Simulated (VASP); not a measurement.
Input of a VASP 6.6.1 run:

The input INCAR:

```
SYSTEM = Si
PREC     = Accurate       ! precision mode
ENCUT    = 520            ! plane-wave cutoff, eV
EDIFF    = 1E-6           ! SCF threshold, eV
ISMEAR   = 0              ! smearing method
SIGMA    = 0.05           ! smearing width, eV
LREAL    = .FALSE.        ! projectors in reciprocal space
LASPH    = .TRUE.         ! aspherical terms in the spheres
NELM     = 150            ! most SCF steps
ALGO     = Normal         ! electronic algorithm
ISIF     = 2              ! what is computed and relaxed
LWAVE    = .FALSE.        ! write WAVECAR
LCHARG   = .FALSE.        ! write CHGCAR
ISPIN    = 2              ! spin polarisation
MAGMOM   = 0 0 0 0 2      ! initial moments
LORBIT   = 11             ! projections on sites
LDIPOL   = .TRUE.       
IDIPOL   = 3            
DIPOL    = 0.5 0.5 0.309
GGA      = CA             ! functional
NBANDS   = 22             ! bands
```

File KPOINTS:

```
Automatic mesh
0
G
  7 7 1
  0 0 0
```

File POSCAR:

```
Si
1.0
    3.8195065206      0.0000000000      0.0000000000
    0.0000000000      3.8195065206      0.0000000000
    0.0000000000      0.0000000000     21.0645252450
Si
5
Direct
    0.0000000000      0.5000000000      0.1898927203
    0.0000000000      0.0000000000      0.2540004780
    0.5000000000      0.0000000000      0.3202822601
    0.5000000000      0.5000000000      0.3828486591
    0.8750000000      0.8750000000      0.4004137357
```

Potentials or basis: VASP PAW LDA potentials, release 64 (Si).

The run is started by

```bash
$ cat potpaw_LDA.64/Si/POTCAR > POTCAR
$ mpirun -np 1 vasp_std > vasp.out
```

Question: What does it give for the net moment?

Answer: 0.00 μB per cell.

Question: What does it give for the largest force?

Answer: 4.648 eV/Å.

Forces on the atoms (eV/Å):
```
Si  -0.136  0.081  0.185
Si   0.146  0.010 -0.183
Si  -0.920  0.901 -1.977
Si  -3.130 -2.644  0.378
Si   4.040  1.652  1.596
```
